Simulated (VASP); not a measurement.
Crystal: BaO.

```
CELL_PARAMETERS angstrom
0.00000 2.76000 2.76000
2.76000 0.00000 2.76000
2.76000 2.76000 0.00000
ATOMIC_POSITIONS crystal
Ba 0.00000 0.00000 0.00000
O 0.50000 0.50000 0.50000
```

| Property | Result |
| --- | --- |
| Program | VASP 6.6.1 |
| Task | relaxation of cell and atoms |
| Functional | PBE |
| Dispersion | D3(BJ) |
| Potentials or basis | VASP PAW PBE potentials, release 64 (Ba_sv, O) |
| Cutoff | 600 eV |
| k mesh | 8 × 8 × 8 |
| Occupations | gaussian, width 0.02 eV |
| Spin | no spin polarisation |

At the start: pressure 2.0 GPa; volume 21.02 Å³/atom.

Q: Where does the relaxation end?

A: Over 3 steps the energy falls by 3.5 meV/atom and the volume is 21.59 Å³/atom (+2.7 %); space group Fm-3m (No. 225, to 0.1 Å) before and after.

Step by step:
| step | energy change (eV) | largest force (eV/Å) | pressure (GPa) | volume (Å³) |
| --- | --- | --- | --- | --- |
| 1 | 0.0000 | 0.0000 | 2.04 | 42.05 |
| 2 | -0.0057 | 0.0000 | -0.83 | 43.70 |
| 3 | -0.0070 | 0.0000 | 0.00 | 43.18 |

Final structure:
```xyz
2
Lattice="0.0000 2.7846 2.7846 2.7846 0.0000 2.7846 2.7846 2.7846 0.0000" Properties=species:S:1:pos:R:3 pbc="T T T"
Ba    0.0000    0.0000    0.0000
O     2.7846    2.7846    2.7846
```
